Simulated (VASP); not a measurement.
Set up this calculation in VASP 6.6.1, as the native input.

```yaml
Task: single point
Functional: PBEsol
Potentials_or_basis: VASP PAW PBE potentials, release 64 (K_sv, I)
Cutoff: 520 eV
k_mesh: 6 × 6 × 6
Occupations: gaussian, width 0.05 eV
Spin: no spin polarisation
Dipole_correction: no
Further_INCAR_settings: ALGO = Normal; EDIFF = 1e-06; NBANDS = 15
```

The structure of KI lies in POSCAR:

```
KI
1.0
    0.0000000000      3.5245500000      3.5245500000
    3.5245500000      0.0000000000      3.5245500000
    3.5245500000      3.5245500000      0.0000000000
K I
1 1
Direct
   -0.0075233730      0.0075233730      0.0000000000
    0.5000000000      0.5000000000      0.5000000000
```

This cell differs from its parent crystal: all K atoms moved +0.037 Å, as atom 1 along Cartesian [1 -1 0].

These files were run (other wordings do the same):

INCAR

```
SYSTEM = KI
ALGO     = Normal         ! electronic algorithm
EDIFF    = 1E-6           ! SCF threshold, eV
ENCUT    = 520            ! plane-wave cutoff, eV
GGA      = PS             ! functional
ISIF     = 2              ! what is computed and relaxed
ISMEAR   = 0              ! smearing method
LASPH    = .True.         ! aspherical terms in the spheres
LCHARG   = .False.        ! write CHGCAR
LREAL    = .False.        ! projectors in reciprocal space
LWAVE    = .False.        ! write WAVECAR
NBANDS   = 15             ! bands
NELM     = 60             ! most SCF steps
PREC     = Accurate       ! precision mode
SIGMA    = 0.05           ! smearing width, eV
```

KPOINTS

```
k-points
0
Gamma
  6 6 6
  0 0 0
```

Potentials or basis: VASP PAW PBE potentials, release 64 (K_sv, I).

Run with:

```console
$ cat potpaw_PBE.64/K_sv/POTCAR potpaw_PBE.64/I/POTCAR > POTCAR
$ mpirun -np 1 vasp_std > vasp.out
```

Results of the run:

| Item | Value |
| --- | --- |
| Pressure | -0.2 GPa |
| Largest force | 0.038 eV/Å |
| Band gap on the k mesh | 3.83 eV, direct |

Caveat: the cell differs from its parent crystal (all K atoms moved +0.037 Å, as atom 1 along Cartesian [1 -1 0]); the PAW data sets were made with another functional, which shifts forces and pressure a little; spin-orbit coupling is left out, which moves the levels of the heavy elements.

Run time: 29 s on 1 thread of Intel(R) Xeon(R) 6975P-C (Granite Rapids), with other jobs on the host, peak memory 0.26 GiB.
